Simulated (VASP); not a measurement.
# TlCl (Pm-3m) in VASP: a series of runs

The runs below take TlCl through vibrations by perturbation theory, with LDA.

Program: VASP 6.6.1. These are calculated values, not measurements. Logs are shortened: lines on timing, memory, paths and dates and some standing lists are left out, and cuts for length are marked.

**1. The cell of the first run**

The structure is cubic, space group Pm-3m (No. 221). Conventional cell: a = 3.669 Å, b = 3.669 Å, c = 3.669 Å, α = 90.00°, β = 90.00°, γ = 90.00°. Tl (site symmetry m-3m) has 8 Cl at 3.18 Å and 6 Tl at 3.67 Å within 4.2 Å. Within 4.2 Å of Cl (site symmetry m-3m) lie 8 Tl at 3.18 Å and 6 Cl at 3.67 Å.

**2. Vibrations by perturbation theory, LDA**

Contents of INCAR:

```
SYSTEM = TlCl
PREC = Accurate
ENCUT = 500
EDIFF = 1E-8
ISMEAR = 0
SIGMA = 0.01
LREAL = .FALSE.
LASPH = .TRUE.
NELM = 120
ALGO = Normal
ISIF = 2
LWAVE = .FALSE.
LCHARG = .FALSE.
IBRION = 8
NSW = 1
LEPSILON = .TRUE.
GGA_COMPAT = .FALSE.
```

Contents of KPOINTS:

```
Automatic mesh
0
G
  8 8 8
  0 0 0
```

Contents of POSCAR:

```
TlCl
1.0
    3.6695000000      0.0000000000      0.0000000000
    0.0000000000      3.6695000000      0.0000000000
    0.0000000000      0.0000000000      3.6695000000
Tl Cl
1 1
Direct
    0.0000000000      0.0000000000      0.0000000000
    0.5000000000      0.5000000000      0.5000000000
```

Potentials or basis: VASP PAW LDA potentials, release 64 (Tl_d, Cl).

Launch:

```bash
cat potpaw_LDA.64/Tl_d/POTCAR potpaw_LDA.64/Cl/POTCAR > POTCAR
mpirun -np 1 vasp_std > vasp.out
```

OUTCAR:

```text
SYSTEM = TlCl
   PREC = Accurate
   ENCUT = 500
   EDIFF = 1E-8
   ISMEAR = 0
   LREAL = .FALSE.
   LASPH = .TRUE.
   NELM = 120
   ISIF = 2
   IBRION = 8
   NSW = 1
   LEPSILON = .TRUE.

 ion  position               nearest neighbor table
   1  0.000  0.000  0.000-   2 3.18   2 3.18   2 3.18   2 3.18   2 3.18   2 3.18   2 3.18   2 3.18

   2  0.500  0.500  0.500-   1 3.18   1 3.18   1 3.18   1 3.18   1 3.18   1 3.18   1 3.18   1 3.18

  LATTYP: Found a simple cubic cell.
 ALAT       =     3.6695000000

  Lattice vectors:

 A1 = (   3.6695000000,   0.0000000000,   0.0000000000)
 A2 = (   0.0000000000,   3.6695000000,   0.0000000000)
 A3 = (   0.0000000000,   0.0000000000,   3.6695000000)

Analysis of symmetry for initial positions (statically):
=====================================================================
 Subroutine PRICEL returns:
 Original cell was already a primitive cell.

 Routine SETGRP: Setting up the symmetry group for a
 simple cubic supercell.

 Subroutine GETGRP returns: Found 48 space group operations
 (whereof 48 operations were pure point group operations)
 out of a pool of 48 trial point group operations.

The static configuration has the point symmetry O_h .

Analysis of symmetry for dynamics (positions and initial velocities):
=====================================================================
 Subroutine PRICEL returns:
 Original cell was already a primitive cell.

 Routine SETGRP: Setting up the symmetry group for a
 simple cubic supercell.

 Subroutine GETGRP returns: Found 48 space group operations
 (whereof 48 operations were pure point group operations)
 out of a pool of 48 trial point group operations.

The dynamic configuration has the point symmetry O_h .

 Subroutine INISYM returns: Found 48 space group operations
 (whereof 48 operations are pure point group operations),
 and found     1 'primitive' translations

----------------------------------------------------------------------------------------

                                     Primitive cell

  volume of cell :      49.4107

  direct lattice vectors                    reciprocal lattice vectors
     3.669500000  0.000000000  0.000000000     0.272516692  0.000000000  0.000000000
     0.000000000  3.669500000  0.000000000     0.000000000  0.272516692  0.000000000
     0.000000000  0.000000000  3.669500000     0.000000000  0.000000000  0.272516692

  length of vectors
     3.669500000  3.669500000  3.669500000     0.272516692  0.272516692  0.272516692

  position of ions in fractional coordinates (direct lattice)
     0.000000000  0.000000000  0.000000000
     0.500000000  0.500000000  0.500000000

  ion indices of the primitive-cell ions
   primitive index   ion index
                 1           1
                 2           2

----------------------------------------------------------------------------------------

 KPOINTS: Automatic mesh

Automatic generation of k-mesh.
 Grid dimensions read from file:
 generate k-points for:    8    8    8

 Generating k-lattice:

[... 557 lines left out ...]

 Free energy of the ion-electron system (eV)
  ---------------------------------------------------
  ---------------------------------------------------
  free energy    TOTEN  =        -0.82361124 eV

  energy without entropy =       -0.82361124

------------------------ aborting loop because EDIFF is reached ----------------------------------------

--------------------------------------- Ionic step        2  -------------------------------------------

------------------------ aborting loop because EDIFF is reached ----------------------------------------

--------------------------------------- Ionic step        3  -------------------------------------------

------------------------ aborting loop because EDIFF is reached ----------------------------------------

 PIEZOELECTRIC TENSOR FIELD DIRECTION 3  (e Angst)
 -----------------------------------------------------------------------------
    -0.00361  0.00000  0.00000           ( -0.00001  0.00000  0.00000)
     0.00000 -0.00361 -0.00000           (  0.00000 -0.00001 -0.00000)
     0.00000 -0.00000  0.00767           (  0.00000 -0.00000 -0.00003)

 PIEZOELECTRIC TENSOR FIELD DIRECTION 3  (C/m^2)
 -----------------------------------------------------------------------------
    -0.00117  0.00000  0.00000
     0.00000 -0.00117 -0.00000
     0.00000 -0.00000  0.00249

--------------------------------------- Ionic step        4  -------------------------------------------

------------------------ aborting loop because EDIFF is reached ----------------------------------------

[... ionic steps 5 to 6 ...]

--------------------------------------- Ionic step        7  -------------------------------------------

 Free energy of the ion-electron system (eV)
  ---------------------------------------------------
  ---------------------------------------------------
  free energy    TOTEN  =        -0.19000407 eV

  energy without entropy =       -0.19000407

------------------------ aborting loop because EDIFF is reached ----------------------------------------

 INTERNAL STRAIN TENSOR  FOR ION    2  DIRECTION 1   (eV/Angst):
 -----------------------------------------------------------------------------
    -0.01486 -0.00000  0.00000
     0.00000  0.01389  0.00000
    -0.00000  0.00000  0.01389

 MACROSCOPIC STATIC DIELECTRIC TENSOR (including local field effects in DFT)
 ------------------------------------------------------
           6.672940     0.000000     0.000000
          -0.000000     6.672940     0.000000
           0.000000    -0.000000     6.672940
 ------------------------------------------------------

 PIEZOELECTRIC TENSOR (including local field effects)  for field in x, y, z        (e  Angst)
          XX          YY          ZZ          XY          YZ          ZX
  --------------------------------------------------------------------------------
  x     0.00000     0.00000     0.00000     0.00000     0.00000     0.00000
  y     0.00000     0.00000     0.00000     0.00000     0.00000     0.00000
  z     0.00000     0.00000     0.00000     0.00000     0.00000     0.00000

 PIEZOELECTRIC TENSOR (including local field effects)  for field in x, y, z        (C/m^2)
          XX          YY          ZZ          XY          YZ          ZX
  --------------------------------------------------------------------------------
  x     0.00000     0.00000     0.00000     0.00000     0.00000     0.00000
  y     0.00000     0.00000     0.00000     0.00000     0.00000     0.00000
  z     0.00000     0.00000     0.00000     0.00000     0.00000     0.00000

 BORN EFFECTIVE CHARGES (including local field effects) (in |e|, cummulative output)
 ---------------------------------------------------------------------------------
 ion    1
    1     2.19786     0.00000     0.00000
    2    -0.00000     2.19786    -0.00000
    3     0.00000     0.00000     2.19786
 ion    2
    1    -2.19786    -0.00000    -0.00000
    2     0.00000    -2.19786     0.00000
    3    -0.00000    -0.00000    -2.19786

 INTERNAL STRAIN TENSOR FOR ION    2 for displacements in x,y,z  (eV/Angst):
          X           Y           Z          XY          YZ          ZX
  --------------------------------------------------------------------------------
  x     0.00000     0.00000     0.00000     0.00000     0.00000     0.00000
  y     0.00000     0.00000     0.00000     0.00000     0.00000     0.00000
  z     0.00000     0.00000     0.00000     0.00000     0.00000     0.00000

 SECOND DERIVATIVES (NOT SYMMETRIZED)
 ------------------------------------
               1X          1Y          1Z          2X          2Y          2Z
  1X    -0.596340   -0.000000    0.000000    0.596340    0.000000    0.000000
  1Y    -0.000000   -0.596340    0.000000    0.000000    0.596340   -0.000000
  1Z     0.000000    0.000000   -0.596340   -0.000000   -0.000000    0.596340
  2X     0.581874    0.000000    0.000000   -0.581874   -0.000000   -0.000000
  2Y    -0.000000    0.581874    0.000000    0.000000   -0.581874   -0.000000
  2Z     0.000000    0.000000    0.581874   -0.000000   -0.000000   -0.581874

 Eigenvectors and eigenvalues of the dynamical matrix
 ----------------------------------------------------

   1 f  =    2.173575 THz    13.656975 2PiTHz   72.502658 cm-1     8.989180 meV
             X         Y         Z           dx          dy          dz
      0.000000  0.000000  0.000000    -0.000000   -0.000000   -0.388533
      1.834750  1.834750  1.834750     0.000000    0.000000    0.921435
[... 21 lines left out ...]
   6 f/i=    0.009555 THz     0.060033 2PiTHz    0.318706 cm-1     0.039515 meV
             X         Y         Z           dx          dy          dz
      0.000000  0.000000  0.000000    -0.157096    0.736202    0.531385
      1.834750  1.834750  1.834750    -0.066241    0.310427    0.224064

--------------------------------------------------------------------------------------------------------

 MACROSCOPIC STATIC DIELECTRIC TENSOR IONIC CONTRIBUTION
 ------------------------------------------------------
          30.027346     0.000000     0.000000
           0.000000    30.027346     0.000000
           0.000000     0.000000    30.027346
 ------------------------------------------------------

 ELASTIC MODULI CONTR FROM IONIC RELAXATION (kBar)
 Direction    XX          YY          ZZ          XY          YZ          ZX
 --------------------------------------------------------------------------------
 XX           0.0000      0.0000      0.0000      0.0000      0.0000      0.0000
 YY           0.0000      0.0000      0.0000      0.0000      0.0000      0.0000
 ZZ           0.0000      0.0000      0.0000      0.0000      0.0000      0.0000
 XY           0.0000      0.0000      0.0000      0.0000      0.0000      0.0000
 YZ           0.0000      0.0000      0.0000      0.0000      0.0000      0.0000
 ZX           0.0000      0.0000      0.0000      0.0000      0.0000      0.0000
 --------------------------------------------------------------------------------

 PIEZOELECTRIC TENSOR IONIC CONTR  for field in x, y, z        (C/m^2)
          XX          YY          ZZ          XY          YZ          ZX
  --------------------------------------------------------------------------------
  x     0.00000     0.00000     0.00000     0.00000     0.00000     0.00000
  y     0.00000     0.00000     0.00000     0.00000     0.00000     0.00000
  z     0.00000     0.00000     0.00000     0.00000     0.00000     0.00000
```

Run time: 3.1 min. Hardware: 1 thread of Intel Xeon Platinum 8488C (Sapphire Rapids), shared host; peak memory 0.26 GiB.

Results:

```
Electronic dielectric tensor (diagonal)                 : 6.67
Born charges (mean of the diagonal)                     : Tl +2.20; Cl -2.20 e
Highest phonon frequency at Γ, LO-TO splitting left out : 73 cm⁻¹
```

Phonon frequencies in cm⁻¹ (negative: imaginary):
| q point | frequencies |
| --- | --- |
| (0.000, 0.000, 0.000) | 0 0 0 73 73 73 |

Electronic dielectric tensor:
```
6.67 0.00 0.00
0.00 6.67 0.00
0.00 0.00 6.67
```

Born effective charge tensors (e):
atom 1, Tl
```
2.20 0.00 0.00
0.00 2.20 0.00
0.00 0.00 2.20
```
atom 2, Cl
```
-2.20  0.00  0.00
 0.00 -2.20  0.00
 0.00  0.00 -2.20
```

Caveat: spin-orbit coupling is left out, which moves the levels of the heavy elements.

**3. Vibrations by perturbation theory, LDA**

This run uses another cell than the first one, of 25.66 Å³/atom.

Contents of INCAR:

```
  PREC = Accurate
  ENCUT = 500
  EDIFF = 1E-8
  ISMEAR = 0
  SIGMA = 0.01
  LREAL = F
  LASPH = T
  NELM = 120
  ALGO = Normal
  ISIF = 2
  LWAVE = F
  LCHARG = F
  GGA = CA
  NBANDS = 17
  IBRION = 8
  NSW = 1
  LEPSILON = T
  GGA_COMPAT = F
```

Contents of KPOINTS:

```
regular mesh
0
Gamma
  8 8 8
```

Contents of POSCAR:

```
TlCl
1.0
    3.7164000000      0.0000000000      0.0000000000
    0.0000000000      3.7164000000      0.0000000000
    0.0000000000      0.0000000000      3.7164000000
Tl Cl
1 1
Direct
    0.0000000000      0.0000000000      0.0000000000
    0.5000000000      0.5000000000      0.5000000000
```

Potentials or basis: VASP PAW LDA potentials, release 64 (Tl_d, Cl).

Launch:

```bash
cat potpaw_LDA.64/Tl_d/POTCAR potpaw_LDA.64/Cl/POTCAR > POTCAR
mpirun -np 1 vasp_std > vasp.out
```

OUTCAR:

```text
PREC = Accurate
   ENCUT = 500
   EDIFF = 1E-8
   ISMEAR = 0
   LREAL = F
   LASPH = T
   NELM = 120
   ISIF = 2
   GGA = CA
   IBRION = 8
   NSW = 1
   LEPSILON = T

 ion  position               nearest neighbor table
   1  0.000  0.000  0.000-   2 3.22   2 3.22   2 3.22   2 3.22   2 3.22   2 3.22   2 3.22   2 3.22

   2  0.500  0.500  0.500-   1 3.22   1 3.22   1 3.22   1 3.22   1 3.22   1 3.22   1 3.22   1 3.22

  LATTYP: Found a simple cubic cell.
 ALAT       =     3.7164000000

  Lattice vectors:

 A1 = (   3.7164000000,   0.0000000000,   0.0000000000)
 A2 = (   0.0000000000,   3.7164000000,   0.0000000000)
 A3 = (   0.0000000000,   0.0000000000,   3.7164000000)

Analysis of symmetry for initial positions (statically):
=====================================================================
 Subroutine PRICEL returns:
[... 781 lines left out ...]
  z     0.00000     0.00000     0.00000     0.00000     0.00000     0.00000

 SECOND DERIVATIVES (NOT SYMMETRIZED)
 ------------------------------------
               1X          1Y          1Z          2X          2Y          2Z
  1X    -0.365321    0.000000   -0.000000    0.365321   -0.000000    0.000000
  1Y     0.000000   -0.365321   -0.000000   -0.000000    0.365321    0.000000
  1Z    -0.000000   -0.000000   -0.365321    0.000000    0.000000    0.365321
  2X     0.369547    0.000000    0.000000   -0.369547   -0.000000   -0.000000
  2Y     0.000000    0.369547   -0.000000   -0.000000   -0.369547    0.000000
  2Z     0.000000    0.000000    0.369547   -0.000000   -0.000000   -0.369547

 Eigenvectors and eigenvalues of the dynamical matrix
 ----------------------------------------------------

   1 f  =    1.727538 THz    10.854444 2PiTHz   57.624477 cm-1     7.144521 meV
             X         Y         Z           dx          dy          dz
      0.000000  0.000000  0.000000     0.000000   -0.382601    0.000000
      1.858200  1.858200  1.858200    -0.000000    0.923914    0.000000
[... 21 lines left out ...]
   6 f/i=    0.003512 THz     0.022066 2PiTHz    0.117145 cm-1     0.014524 meV
             X         Y         Z           dx          dy          dz
      0.000000  0.000000  0.000000     0.159582   -0.621924    0.664350
      1.858200  1.858200  1.858200     0.066084   -0.257544    0.275113

--------------------------------------------------------------------------------------------------------

 MACROSCOPIC STATIC DIELECTRIC TENSOR IONIC CONTRIBUTION
 ------------------------------------------------------
          44.559454    -0.000000     0.000000
          -0.000000    44.559454    -0.000000
           0.000000    -0.000000    44.559454
 ------------------------------------------------------

 ELASTIC MODULI CONTR FROM IONIC RELAXATION (kBar)
 Direction    XX          YY          ZZ          XY          YZ          ZX
 --------------------------------------------------------------------------------
 XX           0.0000      0.0000      0.0000      0.0000      0.0000      0.0000
 YY           0.0000      0.0000      0.0000      0.0000      0.0000      0.0000
 ZZ           0.0000      0.0000      0.0000      0.0000      0.0000      0.0000
 XY           0.0000      0.0000      0.0000      0.0000      0.0000      0.0000
 YZ           0.0000      0.0000      0.0000      0.0000      0.0000      0.0000
 ZX           0.0000      0.0000      0.0000      0.0000      0.0000      0.0000
 --------------------------------------------------------------------------------

 PIEZOELECTRIC TENSOR IONIC CONTR  for field in x, y, z        (C/m^2)
          XX          YY          ZZ          XY          YZ          ZX
  --------------------------------------------------------------------------------
  x     0.00000     0.00000     0.00000     0.00000     0.00000     0.00000
  y     0.00000     0.00000     0.00000     0.00000     0.00000     0.00000
  z     0.00000     0.00000     0.00000     0.00000     0.00000     0.00000
```

OSZICAR:

```text
N       E                     dE             d eps       ncg     rms          rms(c)
DAV:   1     0.967685560496E+02    0.96769E+02   -0.99694E+03  1238   0.102E+03
DAV:   2    -0.381686224517E+01   -0.10059E+03   -0.96237E+02  1533   0.230E+02
DAV:   3    -0.728374614424E+01   -0.34669E+01   -0.34572E+01  1376   0.382E+01
DAV:   4    -0.730875147442E+01   -0.25005E-01   -0.25003E-01  1557   0.374E+00
[... 148 lines left out ...]
RMM:   7    -0.190388558109E+00   -0.17356E-05   -0.23884E-08  4251   0.649E-04    0.400E-04
RMM:   8    -0.190387912989E+00    0.64512E-06   -0.15330E-08  4557   0.286E-04    0.127E-04
RMM:   9    -0.190387877551E+00    0.35438E-07   -0.34434E-08  4632   0.231E-04    0.117E-05
RMM:  10    -0.190387837545E+00    0.40006E-07    0.21532E-07  4835   0.202E-04    0.405E-06
RMM:  11    -0.190387831162E+00    0.63824E-08    0.15163E-08  4477   0.197E-04    0.627E-07
 Linear response finished
```

stdout:

```text
POSCAR found type information on POSCAR TlCl
 POSCAR found :  2 types and       2 ions
 scaLAPACK will be used
 LDA part: xc-table for (Slater(with rela. corr.)+CA(PZ))
 , standard interpolation
 POSCAR, INCAR and KPOINTS ok, starting setup
 FFT: planning ... GRIDC
 FFT: planning ... GRID_SOFT
 FFT: planning ... GRID
 WAVECAR not read
 entering main loop
[... 23 lines left out ...]
  Direction:   3
 dielectric tensor                  component  3 :     0.150     0.032     6.330
 Linear response DOF=           2
 Linear response progress:
 first order change of Fermi-energy   0.41567E-03
 force on displaced ion       1 direction 1 :  -0.365  -0.000   0.000
 Born effective charge ion    1 direction 1 :   2.152   0.000   0.000
 Linear response progress:
 first order change of Fermi-energy   0.14895E-02
 force on displaced ion       2 direction 1 :  -0.370   0.000  -0.000
 Born effective charge ion    2 direction 1 :  -2.158   0.000   0.000
 Born effective charges drift removed
 Linear response finished
```

Run time: 4 min. Hardware: 1 thread of Intel Xeon Platinum 8488C (Sapphire Rapids), shared host; peak memory 0.29 GiB.

Results:

- Electronic dielectric tensor (diagonal): 6.33
- Born charges (mean of the diagonal): Tl +2.16; Cl -2.16 e
- Highest phonon frequency at Γ, LO-TO splitting left out: 58 cm⁻¹

Phonon frequencies in cm⁻¹ (negative: imaginary):
```tsv
q point	frequencies
(0.000, 0.000, 0.000)	0 0 0 58 58 58
```

Electronic dielectric tensor:
```
6.33 0.00 0.00
0.00 6.33 0.00
0.00 0.00 6.33
```

Born effective charge tensors (e):
atom 1, Tl
```
2.16 0.00 0.00
0.00 2.16 0.00
0.00 0.00 2.16
```
atom 2, Cl
```
-2.16  0.00  0.00
 0.00 -2.16  0.00
 0.00  0.00 -2.16
```

Caveat: spin-orbit coupling is left out, which moves the levels of the heavy elements.
